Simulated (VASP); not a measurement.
# InSb (F-43m) in VASP: notebook, part 2 of 2

VASP 6.6.1.

### Step 3. Relaxation of the atoms, r2SCAN

This run uses another cell than the first one, of 34.55 Å³/atom, 1.021 times its volume.

Contents of POSCAR:

```
InSb
1.0
    0.0000000000      3.2570651000      3.2570651000
    3.2570651000      0.0000000000      3.2570651000
    3.2570651000      3.2570651000      0.0000000000
In Sb
1 1
Direct
    0.0000000000      0.0000000000      0.0000000000
    0.2500000000      0.2500000000      0.2500000000
```

Contents of INCAR.step1:

```
SYSTEM = InSb
PREC = Accurate
ENCUT = 520
ISMEAR = -1
SIGMA = 0.1
LREAL = .False.
LASPH = .True.
NELM = 80
GGA = PE
ALGO = Normal
EDIFF = 1E-4
LWAVE = .True.
LCHARG = .False.
```

Contents of INCAR.step2:

```
SYSTEM = InSb
PREC = Accurate
ENCUT = 520
EDIFF = 1E-7
ISMEAR = -1
SIGMA = 0.1
LREAL = .False.
LASPH = .True.
NELM = 80
ALGO = Normal
ISIF = 2
LWAVE = .False.
LCHARG = .False.
METAGGA = R2SCAN
LMIXTAU = .True.
IBRION = 2
NSW = 50
EDIFFG = -0.01
ISTART = 1
```

Contents of KPOINTS:

```
Automatic mesh
0
Gamma
  9 9 9
  0 0 0
```

Potentials or basis: VASP PAW PBE potentials, release 64 (In_d, Sb).

Command:

```bash
> cat potpaw_PBE.64/In_d/POTCAR potpaw_PBE.64/Sb/POTCAR > POTCAR
> cp INCAR.step1 INCAR
> mpirun -np 1 vasp_std > vasp.out
> cp INCAR.step2 INCAR
> mpirun -np 1 vasp_std > vasp.out
```

OUTCAR:

```text
SYSTEM = InSb
   PREC = Accurate
   ENCUT = 520
   EDIFF = 1E-7
   ISMEAR = -1
   LREAL = .False.
   LASPH = .True.
   NELM = 80
   ISIF = 2
   METAGGA = R2SCAN
   IBRION = 2
   NSW = 50
   EDIFFG = -0.01
   ISTART = 1

 ion  position               nearest neighbor table
   1  0.000  0.000  0.000-   2 2.82   2 2.82   2 2.82   2 2.82
   2  0.250  0.250  0.250-   1 2.82   1 2.82   1 2.82   1 2.82

  LATTYP: Found a face centered cubic cell.
 ALAT       =     6.5141302000

  Lattice vectors:

 A1 = (   0.0000000000,   3.2570651000,   3.2570651000)
 A2 = (   3.2570651000,   0.0000000000,   3.2570651000)
 A3 = (   3.2570651000,   3.2570651000,   0.0000000000)

Analysis of symmetry for initial positions (statically):
=====================================================================
 Subroutine PRICEL returns:
 Original cell was already a primitive cell.

 Routine SETGRP: Setting up the symmetry group for a
 face centered cubic supercell.

 Subroutine GETGRP returns: Found 24 space group operations
 (whereof 24 operations were pure point group operations)
 out of a pool of 48 trial point group operations.

The static configuration has the point symmetry T_d .

Analysis of symmetry for dynamics (positions and initial velocities):
=====================================================================
 Subroutine PRICEL returns:
 Original cell was already a primitive cell.

 Routine SETGRP: Setting up the symmetry group for a
 face centered cubic supercell.

 Subroutine GETGRP returns: Found 24 space group operations
 (whereof 24 operations were pure point group operations)
 out of a pool of 48 trial point group operations.

The dynamic configuration has the point symmetry T_d .

 Subroutine INISYM returns: Found 24 space group operations
 (whereof 24 operations are pure point group operations),
 and found     1 'primitive' translations

----------------------------------------------------------------------------------------

                                     Primitive cell

  volume of cell :      69.1050

[... 114 lines left out ...]
   LHFCALC =     F    Hartree Fock is set to
   AEXX    =    0.0000 exact exchange contribution
   IVDW    =     0    specifies the selected vdW correction
   LEPSILON=     F    determine dielectric tensor
   LRPA    =     F    only Hartree local field effects (RPA)
 conjugate gradient relaxation of ions
 non-spin polarized calculation
  energy-cutoff  :      520.00
  volume of cell :       69.10
 maximum number of plane-waves:      1872
 NGX is ok and might be reduce to    36
   NGX = 17   NGY = 17   NGZ = 17

 number of electron      17.9999994 magnetization

 Free energy of the ion-electron system (eV)
  ---------------------------------------------------
  ext. energy  EPLUGINS =         0.00000000
  ---------------------------------------------------
  free energy    TOTEN  =       -48.76338198 eV

  energy without entropy =      -48.76221062  energy(sigma->0) =      -48.76279630

 E-fermi :   4.9816     XC(G=0):  -9.1700

 val. band max:        4.8893690644   @ k =   0.0000   0.0000   0.0000
 cond. band min:       5.5731481501   @ k =   0.4444   0.0000   0.0000
 fundamental gap:      0.6837790857
 Fermi energy:         4.9815685146

 k-point     1 :       0.0000    0.0000    0.0000
  band No.  band energies     occupation
      1     -10.3108      2.00000
      2     -10.3108      2.00000
      3     -10.3108      2.00000
      4     -10.2137      2.00000
      5     -10.2137      2.00000
      6      -6.2654      2.00000
      7       4.7504      1.81972
      8       4.7504      1.81972
      9       4.7504      1.81972
     10       4.8894      1.43090
     11       7.9694      0.00000
     12       7.9694      0.00000
     13       7.9695      0.00000
[... 354 lines left out ...]
  band No.  band energies     occupation
      1     -10.3903      2.00000
      2     -10.2666      2.00000
      3     -10.2666      2.00000
      4     -10.2324      2.00000
      5     -10.2044      2.00000
      6      -4.3478      2.00000
      7      -1.0757      2.00000
      8       2.4918      2.00000
      9       2.4918      2.00000
     10       6.2169      0.00001
     11       6.5352      0.00000
     12      13.0631      0.00000
     13      13.0632      0.00000

 [... further k-points ...]
[... 5 lines left out ...]
  --------------------------------------------------------------------------------------
  -------------------------------------------------------------------------------------
  Total        0.3869628      0.3869628      0.3869628      0.0000000      0.0000000      0.0000000
  in kB        8.9716112      8.9716112      8.9716112      0.0000000      0.0000000      0.0000000
  external PRESSURE =       8.9716112 kB  Pullay stress =       0.0000000 kB

 VOLUME and BASIS-vectors are now :
 -----------------------------------------------------------------------------
  energy-cutoff  :      520.00
  volume of cell :       69.10
      direct lattice vectors                 reciprocal lattice vectors
     0.000000000  3.257065100  3.257065100    -0.153512437  0.153512437  0.153512437
     3.257065100  0.000000000  3.257065100     0.153512437 -0.153512437  0.153512437
     3.257065100  3.257065100  0.000000000     0.153512437  0.153512437 -0.153512437

 POSITION                                       TOTAL-FORCE (eV/Angst)
 -----------------------------------------------------------------------------------
      0.00000      0.00000      0.00000         0.000000      0.000000      0.000000
      1.62853      1.62853      1.62853        -0.000000     -0.000000     -0.000000
 -----------------------------------------------------------------------------------
    total drift:                               -0.000001     -0.000001     -0.000001

  FREE ENERGIE OF THE ION-ELECTRON SYSTEM (eV)
  ---------------------------------------------------
  free  energy   TOTEN  =       -48.7633819799 eV

  energy  without entropy=      -48.7622106232  energy(sigma->0) =      -48.76279630

 reached required accuracy - stopping structural energy minimisation
```

OUTCAR.step1:

```text
SYSTEM = InSb
   PREC = Accurate
   ENCUT = 520
   ISMEAR = -1
   LREAL = .False.
   LASPH = .True.
[... 605 lines left out ...]
      0.00000      0.00000      0.00000         0.000000      0.000000      0.000000
      1.62853      1.62853      1.62853        -0.000000     -0.000000     -0.000000
 -----------------------------------------------------------------------------------
    total drift:                               -0.000000     -0.000000     -0.000000

  FREE ENERGIE OF THE ION-ELECTRON SYSTEM (eV)
  ---------------------------------------------------
  free  energy   TOTEN  =        -6.9247727634 eV

  energy  without entropy=       -6.9228440492  energy(sigma->0) =       -6.92380841
```

OSZICAR.step1:

```text
N       E                     dE             d eps       ncg     rms          rms(c)
DAV:   1     0.111022833087E+03    0.11102E+03   -0.81130E+03   910   0.138E+03
DAV:   2     0.487908498368E+00   -0.11053E+03   -0.10791E+03   960   0.311E+02
DAV:   3    -0.681958965371E+01   -0.73075E+01   -0.72621E+01  1180   0.877E+01
DAV:   4    -0.702332338244E+01   -0.20373E+00   -0.20366E+00  1119   0.166E+01
DAV:   5    -0.703176497908E+01   -0.84416E-02   -0.84414E-02  1258   0.284E+00    0.407E+00
DAV:   6    -0.693601423049E+01    0.95751E-01   -0.17834E-01  1265   0.720E+00    0.236E+00
DAV:   7    -0.692311647036E+01    0.12898E-01   -0.75464E-02  1178   0.299E+00    0.633E-01
DAV:   8    -0.692410871630E+01   -0.99225E-03   -0.80210E-03  1187   0.123E+00    0.251E-01
DAV:   9    -0.692468511057E+01   -0.57639E-03   -0.85447E-04  1033   0.305E-01    0.757E-02
DAV:  10    -0.692477276337E+01   -0.87653E-04   -0.60506E-05   830   0.604E-02
   1 F= -.69247728E+01 E0= -.69238084E+01  d E =-.192871E-02
```

Run time: 2.1 min. Hardware: 1 thread of Intel Xeon 6975P-C, shared host; peak memory 0.23 GiB.

What came out:

| Property | Result |
| --- | --- |
| Free energy | -48.7634 eV |
| Pressure after relaxing | 0.9 GPa |

Final structure:
```
CELL_PARAMETERS angstrom
0.00000 3.25707 3.25707
3.25707 0.00000 3.25707
3.25707 3.25707 0.00000
ATOMIC_POSITIONS crystal
In 0.00000 0.00000 0.00000
Sb 0.25000 0.25000 0.25000
```

Caveat: the relaxation stopped at its first step, so nothing moved; the PAW data sets were made with another functional, which shifts forces and pressure a little; spin-orbit coupling is left out, which moves the levels of the heavy elements.

### Step 4. Single point, LDA

This run uses another cell than the first one, of 33.56 Å³/atom, 0.991 times its volume.

Contents of INCAR:

```
  ALGO = Normal
  EDIFF = 1E-7
  ENCUT = 520
  ISIF = 2
  ISMEAR = -1
  LASPH = True
  LCHARG = False
  LREAL = False
  LWAVE = False
  NBANDS = 16
  NELM = 80
  PREC = Accurate
  SIGMA = 0.1
```

Contents of KPOINTS:

```
k-points
0
Gamma
  9 9 9
```

Contents of POSCAR:

```
InSb
1.0
    0.0000000000      3.2255081807      3.2255081807
    3.2255081807      0.0000000000      3.2255081807
    3.2255081807      3.2255081807      0.0000000000
In Sb
1 1
Direct
    0.0000000000      0.0000000000      0.0000000000
    0.2500000000      0.2500000000      0.2500000000
```

Potentials or basis: VASP PAW LDA potentials, release 64 (In_d, Sb).

Command:

```bash
> cat potpaw_LDA.64/In_d/POTCAR potpaw_LDA.64/Sb/POTCAR > POTCAR
> mpirun -np 1 vasp_std > vasp.out
```

Wall time 94 s (1 thread of AMD EPYC 7R13, shared host); peak memory 0.16 GiB.

Results (log left out):

* Free energy: -8.2151 eV
* Pressure: 0.1 GPa
* Band gap on the k mesh: zero (filled and empty bands touch)

Levels at points of the mesh, in eV from the Fermi level:
| k point | band 6 | band 7 | band 8 | band 9 | band 10 | band 11 | band 12 | band 13 |
| --- | --- | --- | --- | --- | --- | --- | --- | --- |
| (0.00, 0.00, 0.00) | -11.01 | -0.45 | -0.16 | -0.16 | -0.16 | 2.75 | 2.75 | 2.75 |

Caveat: spin-orbit coupling is left out, which moves the levels of the heavy elements.

### Step 5. Single point, PBEsol

This run uses another cell than the first one, of 34.66 Å³/atom, 1.024 times its volume.

Contents of INCAR:

```
PREC = Accurate
ENCUT = 520
EDIFF = 1E-6
ISMEAR = -1
SIGMA = 0.1
LREAL = False
LASPH = True
NELM = 80
ALGO = Normal
ISIF = 2
LWAVE = False
LCHARG = False
GGA = PS
NBANDS = 16
```

Contents of KPOINTS:

```
regular mesh
0
Gamma
  9 9 9
```

Contents of POSCAR:

```
InSb
1.0
    0.0000000000      3.2604979325      3.2604979325
    3.2604979325      0.0000000000      3.2604979325
    3.2604979325      3.2604979325      0.0000000000
In Sb
1 1
Direct
    0.0000000000      0.0000000000      0.0000000000
    0.2500000000      0.2500000000      0.2500000000
```

Potentials or basis: VASP PAW PBE potentials, release 64 (In_d, Sb).

Command:

```bash
> cat potpaw_PBE.64/In_d/POTCAR potpaw_PBE.64/Sb/POTCAR > POTCAR
> mpirun -np 1 vasp_std > vasp.out
```

It took 98 s on 1 thread of AMD EPYC 7R13, shared host; peak memory 0.19 GiB.

Results (log left out):

```yaml
Free_energy: -7.6993 eV
Pressure: 0.0 GPa
Band_gap_on_the_k_mesh: zero (filled and empty bands touch)
```

Levels at points of the mesh, in eV from the Fermi level:
| k point | band 6 | band 7 | band 8 | band 9 | band 10 | band 11 | band 12 | band 13 |
| --- | --- | --- | --- | --- | --- | --- | --- | --- |
| (0.00, 0.00, 0.00) | -10.79 | -0.53 | -0.16 | -0.16 | -0.16 | 2.77 | 2.77 | 2.77 |

Caveat: the PAW data sets were made with another functional, which shifts forces and pressure a little; spin-orbit coupling is left out, which moves the levels of the heavy elements.

### Step 6. The runs side by side

```tsv
task	level	potentials or basis	cell	gap on the mesh (eV)	pressure (GPa)
relaxation of the atoms	r2SCAN	VASP PAW PBE potentials, release 64 (In_d, Sb)	atoms relaxed from a = 4.575 Å, angles 60.0°, 2 atoms	0.27	1.9
relaxation of the atoms	r2SCAN	VASP PAW PBE potentials, release 64 (In_d, Sb)	atoms relaxed from a = 4.606 Å, angles 60.0°, 2 atoms	-	0.9
single point	LDA	VASP PAW LDA potentials, release 64 (In_d, Sb)	a = 4.562 Å, angles 60.0°, 2 atoms	none	0.1
single point	PBEsol	VASP PAW PBE potentials, release 64 (In_d, Sb)	a = 4.611 Å, angles 60.0°, 2 atoms	none	0.0
```

Alike in all rows: no spin polarisation; k mesh 9 × 9 × 9; cutoff (eV) 520; smearing fermi-dirac 0.1 eV.

Caveats: spin-orbit coupling is left out, which moves the levels of the heavy elements; the PAW data sets were made with another functional, which shifts forces and pressure a little (some runs); the relaxation stopped at its first step, so nothing moved (some runs).

Absolute energies hang on the potentials; compare differences alone.

### Step 7. Against experiment

Step 2. Measured gap of InSb: 0.24 eV (quoted in “Electronic Structure and Epitaxy of CdTe Shells on InSb Nanowires”, 2021, arxiv:2111.05126). This calculation gives 0.27 eV (+0.03 eV). Spin-orbit coupling on In, Sb is left out. The value is that of r2SCAN, without temperature or zero-point motion.

Step 4. Measured gap of InSb: 0.24 eV (quoted in “Electronic Structure and Epitaxy of CdTe Shells on InSb Nanowires”, 2021, arxiv:2111.05126). This calculation gives 0.00 eV (-0.24 eV). Spin-orbit coupling on In, Sb is left out. The value is that of LDA on a finite k mesh, which can miss the band edges, without temperature or zero-point motion. Semilocal functionals fall short of measured gaps as a rule.

Step 5. Against the measured gap of InSb, 0.24 eV (quoted in “Electronic Structure and Epitaxy of CdTe Shells on InSb Nanowires”, 2021, arxiv:2111.05126), the calculated 0.00 eV is off by -0.24 eV. Spin-orbit coupling on In, Sb is left out. The value is that of PBEsol on a finite k mesh, which can miss the band edges, without temperature or zero-point motion. Semilocal functionals fall short of measured gaps as a rule.
